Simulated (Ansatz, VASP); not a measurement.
**One calculation of CdS, two programs**

File INCAR:

```
SYSTEM = CdS
ALGO = Normal
EDIFF = 1E-7
ENCUT = 520
GGA = PE
ISIF = 2
ISMEAR = 0
LASPH = .True.
LCHARG = .True.
LELF = .True.
LREAL = .False.
LVHAR = .True.
LWAVE = .False.
NBANDS = 46
NELM = 80
PREC = Accurate
SIGMA = 0.05
```

Contents of KPOINTS:

```
k-points
0
Gamma
  7 7 2
  0 0 0
```

The input POSCAR:

```
CdS
1.0
   -2.0985806452     -3.6348483013      0.0000000000
    2.0985806452     -3.6348483013      0.0000000000
    0.6995268817     -1.2116161004     13.6554617430
Cd S
4 4
Direct
    0.6666666667      0.3647239153      0.9058282541
    0.6666666667      0.5313905820      0.4058282541
    0.3333333333      0.2813905820      0.1558282541
    0.3333333333      0.1147239153      0.6558282541
    0.6666666667      0.6352760847      0.0941717459
    0.6666666667      0.4686094180      0.5941717459
    0.3333333333      0.2186094180      0.3441717459
    0.3333333333      0.0519427514      0.8441717459
```

Input for Ansatz:

```yaml
crystal:
  lattice:
    - [-2.0985806452, -3.6348483013, 0.0]
    - [2.0985806452, -3.6348483013, 0.0]
    - [0.6995268817, -1.2116161004, 13.655461743]
  atoms:
    - { symbol: Cd, position: [0.6666666667, 0.3647239153, 0.9058282541] }
    - { symbol: Cd, position: [0.6666666667, 0.531390582, 0.4058282541] }
    - { symbol: Cd, position: [0.3333333333, 0.281390582, 0.1558282541] }
    - { symbol: Cd, position: [0.3333333333, 0.1147239153, 0.6558282541] }
    - { symbol: S, position: [0.6666666667, 0.6352760847, 0.0941717459] }
    - { symbol: S, position: [0.6666666667, 0.468609418, 0.5941717459] }
    - { symbol: S, position: [0.3333333333, 0.218609418, 0.3441717459] }
    - { symbol: S, position: [0.3333333333, 0.0519427514, 0.8441717459] }
basis:
  ecutwfc: 420
kpoints:
  mp_grid: { grid: [7, 7, 2] }
hamiltonian:
  xc: pbe
scf:
  occupations: { method: gaussian, width: 0.05 }
output:
  forces: true
  stress: true
  eigenvalues: true
```

Alike in both runs: task single point; functional PBE; k mesh 7 × 7 × 2; occupations gaussian, width 0.05 eV; no spin polarisation.

|  | VASP | Ansatz |
| --- | --- | --- |
| version | VASP 6.6.1 | Ansatz 0.2.0 |
| potentials or method | VASP PAW PBE potentials, release 64 (Cd, S), cutoff 520 eV | scalar-relativistic, plane waves, PAW |
| valence electrons in the cell | 72 | 104 |

VASP gave:

```
gap on the k mesh at the Fermi level (eV)                     : 0.80
least direct gap on the mesh (eV)                             : 0.80
pressure (GPa)                                                : -0.2
traceless stress, the component that is largest in VASP (GPa) : 0.83
rms of the force components (eV/Å)                            : 0.179
```

**Question.** Estimate Ansatz's values.

**Answer.** gap on the k mesh at the Fermi level (eV): 0.80; least direct gap on the mesh (eV): 0.80; pressure (GPa): -0.5; traceless stress, the component that is largest in VASP (GPa): 0.84; rms of the force components (eV/Å): 0.176.

Atom by atom the forces differ by 0.006 eV/Å (rms over components). The functional is the same, so the differences come from potentials, cutoffs and numerics. VASP's potentials hold 72 valence electrons a cell and Ansatz's 104, so a difference there can come from the potentials and not from the codes.
